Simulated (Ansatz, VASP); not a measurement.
# Two plane-wave programs on K

INCAR

```
PREC = Accurate
ENCUT = 520
EDIFF = 1E-6
ISMEAR = 0
SIGMA = 0.15
LREAL = F
LASPH = T
NELM = 100
ALGO = Fast
ISIF = 2
LWAVE = F
LCHARG = F
GGA = PE
IVDW = 12
NBANDS = 10
```

KPOINTS

```
regular mesh
0
Gamma
  12 12 12
```

File POSCAR:

```
K
1.0
    0.0000000000      3.3409947257      3.4936290025
    3.3409947257      0.0000000000      3.4936290025
    3.3409947257      3.3409947257      0.0000000000
K
1
Direct
    0.0000000000      0.0000000000      0.0000000000
```

Input for Ansatz:

```yaml
crystal:
  lattice:
    - [0.0, 3.3409947257, 3.4936290025]
    - [3.3409947257, 0.0, 3.4936290025]
    - [3.3409947257, 3.3409947257, 0.0]
  atoms:
    - { symbol: K, position: [0.0, 0.0, 0.0] }
basis:
  ecutwfc: 420
kpoints:
  mp_grid: { grid: [12, 12, 12] }
hamiltonian:
  xc: pbe
  dispersion: d3bj
scf:
  occupations: { method: gaussian, width: 0.15 }
output:
  forces: true
  stress: true
  eigenvalues: true
```

Change from the starting cell: strain -0.015 along x and y, +0.030 along z, atoms carried along.

Alike in both runs: task single point; functional PBE; dispersion D3(BJ); k mesh 12 × 12 × 12; occupations gaussian, width 0.15 eV; no spin polarisation.

|  | VASP | Ansatz |
| --- | --- | --- |
| version | VASP 6.6.1 | Ansatz 0.2.0 |
| potentials or method | VASP PAW PBE potentials, release 64 (K_sv), cutoff 520 eV | scalar-relativistic, plane waves, PAW |
| valence electrons in the cell | 9 | 9 |

```csv
,VASP,Ansatz,Ansatz less VASP
gap on the k mesh at the Fermi level (eV),none,none,-
pressure (GPa),-0.4,-0.4,0.00
```

A gap of «none» marks a metal or a gap that the smearing closes.
